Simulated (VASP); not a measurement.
# Mg2ZnSe2S (P4mm) in VASP: single point with PBE

Aim: the single point of Mg2ZnSe2S with PBE.

Everything below comes from runs of VASP 6.6.1. Logs are shortened: lines on timing, memory, paths and dates and some standing lists are left out, and cuts for length are marked.

**1. The cell of the first run**

The structure is tetragonal, space group P4mm (No. 99). The conventional cell has a = 4.915 Å, b = 4.915 Å, c = 6.388 Å, α = 90.00°, β = 90.00°, γ = 90.00°. Mg (site symmetry 4mm) has 1 Zn at 2.19 Å and 4 Se at 2.47 Å and 1 Mg at 2.51 Å within 2.9 Å. Mg (site symmetry 4mm) has 1 Zn at 1.68 Å within 2.2 Å. Zn (site symmetry 4mm) has 2 Mg at 1.68 to 2.19 Å within 2.2 Å. Se (site symmetry 2mm) has 2 Mg at 2.47 Å and 2 S at 2.94 Å within 3.3 Å. S (site symmetry 4mm) has 4 Se at 2.94 Å and 4 Mg at 3.55 Å within 3.9 Å.

**2. Single point, PBE**

The input, INCAR:

```
SYSTEM = Mg2ZnSe2S
ALGO = Normal
EDIFF = 1E-7
ENCUT = 520
GGA = PE
ISIF = 2
ISMEAR = 0
LASPH = .True.
LCHARG = .True.
LELF = .True.
LREAL = .False.
LVHAR = .True.
LWAVE = .False.
NBANDS = 26
NELM = 80
PREC = Accurate
SIGMA = 0.1
```

The input, KPOINTS:

```
k-points
0
Gamma
  4 4 4
  0 0 0
```

The input, POSCAR:

```
Mg2ZnSe2S
1.0
    4.9146921700      0.0000000000      0.0000000000
    0.0000000000      4.9146921700      0.0000000000
    0.0000000000      0.0000000000      6.3881998400
Mg Zn Se S
2 1 2 1
Direct
    0.0000000000      0.0000000000      0.8058897100
    0.0000000000      0.0000000000      0.4122374500
    0.0000000000      0.0000000000      0.1490052200
    0.5000000000      0.0000000000      0.7741845700
    0.0000000000      0.5000000000      0.7741845700
    0.5000000000      0.5000000000      0.5227697600
```

Potentials or basis: VASP PAW PBE potentials, release 64 (Mg, Zn, Se, S).

Started as:

```
> cat potpaw_PBE.64/Mg/POTCAR potpaw_PBE.64/Zn/POTCAR potpaw_PBE.64/Se/POTCAR potpaw_PBE.64/S/POTCAR > POTCAR
> mpirun -np 1 vasp_std > vasp.out
```

OUTCAR:

```text
SYSTEM = Mg2ZnSe2S
   EDIFF = 1E-7
   ENCUT = 520
   GGA = PE
   ISIF = 2
   ISMEAR = 0
   LASPH = .True.
   LREAL = .False.
   NELM = 80
   PREC = Accurate

 ion  position               nearest neighbor table
   1  0.000  0.000  0.806-   3 2.19   4 2.47   5 2.47   5 2.47   4 2.47   2 2.51
   2  0.000  0.000  0.412-   3 1.68   1 2.51
   3  0.000  0.000  0.149-   2 1.68   1 2.19
   4  0.500  0.000  0.774-   1 2.47   1 2.47
   5  0.000  0.500  0.774-   1 2.47   1 2.47
   6  0.500  0.500  0.523-

  LATTYP: Found a simple tetragonal cell.
 ALAT       =     4.9146921700
 C/A-ratio  =     1.2998168795

  Lattice vectors:

 A1 = (   4.9146921700,   0.0000000000,   0.0000000000)
 A2 = (   0.0000000000,   4.9146921700,   0.0000000000)
 A3 = (   0.0000000000,   0.0000000000,   6.3881998400)

Analysis of symmetry for initial positions (statically):
=====================================================================
 Subroutine PRICEL returns:
 Original cell was already a primitive cell.

 Routine SETGRP: Setting up the symmetry group for a
 simple tetragonal supercell.

 Subroutine GETGRP returns: Found  8 space group operations
 (whereof  8 operations were pure point group operations)
 out of a pool of 16 trial point group operations.

The static configuration has the point symmetry C_4v.

Analysis of symmetry for dynamics (positions and initial velocities):
=====================================================================
 Subroutine PRICEL returns:
 Original cell was already a primitive cell.

 Routine SETGRP: Setting up the symmetry group for a
 simple tetragonal supercell.

 Subroutine GETGRP returns: Found  8 space group operations
 (whereof  8 operations were pure point group operations)
 out of a pool of 16 trial point group operations.

The dynamic configuration has the point symmetry C_4v.

 Subroutine INISYM returns: Found  8 space group operations
 (whereof  8 operations are pure point group operations),
 and found     1 'primitive' translations

[... 91 lines left out ...]
   LSORBIT =      F    spin-orbit coupling
   LASPH  =      T    aspherical Exc in radial PAW
   ENCUT  =  520.0 eV  38.22 Ry    6.18 a.u.   9.14  9.14 11.88*2*pi/ulx,y,z
   NELM   =     80;   NELMIN=  2; NELMDL= -5     # of ELM steps
   EDIFF  = 0.1E-06   stopping-criterion for ELM
   LREAL  =      F    real-space projection
   EDIFFG = 0.1E-05   stopping-criterion for IOM
   NSW    =      0    number of steps for IOM
   IBRION =     -1    ionic relax: 0-MD 1-quasi-New 2-CG
   NFREE  =      0    steps in history (QN), initial steepest desc. (CG)
   ISIF   =      2    stress and relaxation
   ISYM   =      2    0-nonsym 1-usesym 2-fastsym
   POTIM  = 0.5000    time-step for ionic-motion
   TEBEG  =    0.0;   TEEND  =   0.0 temperature during run
   PSTRESS=    0.0 pullay stress
   NELECT =      34.0000    total number of electrons
   NUPDOWN=      -1.0000    fix difference up-down
   EMIN   =  10.00;   EMAX   =-10.00  energy-range for DOS
   EFERMI =   0.00;   METHOD = LEGACY
   ISMEAR =     0;   SIGMA  =   0.10  broadening in eV -4-tet -1-fermi 0-gaus
   EFERMI_NEDOS =   21; number of points for ismear=-14 and -15
   IALGO  =     38    algorithm
   IMIX   =      4    mixing-type and parameters
     AMIX     =   0.40;   BMIX     =  1.00
     AMIX_MAG =   1.60;   BMIX_MAG =  1.00
  volume/ion in A,a.u.               =      25.72       173.55
  Fermi-wavevector in a.u.,A,eV,Ry     =   0.988805  1.868571 13.302903  0.977736
  Thomas-Fermi vector in A             =   2.120358
   LORBIT       =      0    0 simple, 1 ext, 2 COOP (PROOUT), +10 PAW based schemes
   GGA     = PE    functional components
   LHFCALC =     F    Hartree Fock is set to
   AEXX    =    0.0000 exact exchange contribution
   IVDW    =     0    specifies the selected vdW correction
   LEPSILON=     F    determine dielectric tensor
   LRPA    =     F    only Hartree local field effects (RPA)
 non-spin polarized calculation
 Gauss-broadening in eV      SIGMA  =   0.10
  energy-cutoff  :      520.00
  volume of cell :      154.30
 maximum number of plane-waves:      4184
 NGX is ok and might be reduce to    40
   NGX = 19   NGY = 19   NGZ = 23

 number of electron      33.9999997 magnetization

 Free energy of the ion-electron system (eV)
  ---------------------------------------------------
  ext. energy  EPLUGINS =         0.00000000
  ---------------------------------------------------
  free energy    TOTEN  =        -7.20262054 eV

  energy without entropy =       -7.16763186  energy(sigma->0) =       -7.18512620

 E-fermi :   1.9329     XC(G=0):  -8.3544

 val. band max:        1.9138770879   @ k =   0.5000   0.5000   0.2500
 cond. band min:       1.9350801289   @ k =   0.5000   0.0000   0.5000
 fundamental gap:      0.0212030410
 Fermi energy:         1.9329169831

 k-point     1 :       0.0000    0.0000    0.0000
  band No.  band energies     occupation
      1     -12.0519      2.00000
      2     -10.2270      2.00000
      3      -9.2922      2.00000
      4      -7.6451      2.00000
      5      -7.4269      2.00000
      6      -7.4269      2.00000
[... 511 lines left out ...]
     25       7.1673      0.00000
     26       8.7364      0.00000

------------------------ aborting loop because EDIFF is reached ----------------------------------------

  FORCE on cell =-STRESS in cart. coord.  units (eV):
  Direction    XX          YY          ZZ          XY          YZ          ZX
  --------------------------------------------------------------------------------------
  -------------------------------------------------------------------------------------
  Total        0.8211816      0.8211816     38.1040141      0.0000000      0.0000000      0.0000000
  in kB        8.5266546      8.5266546    395.6490945      0.0000000      0.0000000      0.0000000
  external PRESSURE =     137.5674679 kB  Pullay stress =       0.0000000 kB

 VOLUME and BASIS-vectors are now :
 -----------------------------------------------------------------------------
  energy-cutoff  :      520.00
  volume of cell :      154.30
      direct lattice vectors                 reciprocal lattice vectors
     4.914692170  0.000000000  0.000000000     0.203471543  0.000000000  0.000000000
     0.000000000  4.914692170  0.000000000     0.000000000  0.203471543  0.000000000
     0.000000000  0.000000000  6.388199840     0.000000000  0.000000000  0.156538622

 POSITION                                       TOTAL-FORCE (eV/Angst)
 -----------------------------------------------------------------------------------
      0.00000      0.00000      5.14818        -0.000000     -0.000000     -1.251568
      0.00000      0.00000      2.63346        -0.000000      0.000000     15.330846
      0.00000      0.00000      0.95188        -0.000000     -0.000000    -13.219464
      2.45735      0.00000      4.94565        -0.000000     -0.000000     -0.433964
      0.00000      2.45735      4.94565        -0.000000     -0.000000     -0.433964
      2.45735      2.45735      3.33956         0.000000     -0.000000      0.008114
 -----------------------------------------------------------------------------------
    total drift:                                0.000000     -0.000000     -0.003666

  FREE ENERGIE OF THE ION-ELECTRON SYSTEM (eV)
  ---------------------------------------------------
  free  energy   TOTEN  =        -7.2026205374 eV

  energy  without entropy=       -7.1676318594  energy(sigma->0) =       -7.18512620
```

Wall time 63 s (1 thread of Intel Xeon Platinum 8259CL at 2.50GHz (Skylake/Cascade Lake), shared host); peak memory 0.3 GiB.

What came out:

| Quantity | Value |
| --- | --- |
| Free energy | -7.2026 eV |
| Pressure | 13.8 GPa |
| Largest force | 15.331 eV/Å |
| Band gap on the k mesh | zero (band 17 reaches 2.15 eV, above the bottom of band 18 at 1.78 eV) |

Forces in eV/Å, atoms in the order of the input:
```
Mg    0.000   0.000  -1.252
Mg    0.000   0.000  15.331
Zn    0.000   0.000 -13.219
Se    0.000   0.000  -0.434
Se    0.000   0.000  -0.434
S     0.000   0.000   0.008
```

Levels at points of the mesh, in eV from the Fermi level:
| k point | band 14 | band 15 | band 16 | band 17 | band 18 | band 19 | band 20 | band 21 |
| --- | --- | --- | --- | --- | --- | --- | --- | --- |
| (0.00, 0.00, 0.00) | -2.03 | -1.51 | -1.37 | 0.22 | 0.22 | 0.66 | 2.15 | 2.25 |
| (0.50, 0.00, 0.00) | -2.90 | -2.49 | -0.34 | -0.08 | 0.08 | 0.94 | 1.47 | 2.41 |
| (0.50, 0.50, 0.00) | -1.15 | -1.12 | -0.80 | -0.80 | -0.16 | 0.16 | 1.86 | 1.86 |
| (0.00, 0.00, 0.50) | -2.12 | -1.86 | -1.58 | -0.28 | 0.03 | 0.03 | 2.26 | 2.26 |
| (0.50, 0.00, 0.50) | -2.49 | -2.35 | -0.25 | -0.05 | 0.00 | 1.07 | 1.60 | 2.07 |
| (0.50, 0.50, 0.50) | -1.15 | -0.03 | -0.03 | 0.12 | 0.16 | 1.50 | 1.78 | 1.81 |

Caveat: forces of over 1 eV/Å act on the atoms, so gaps and moduli don't describe the material at rest.
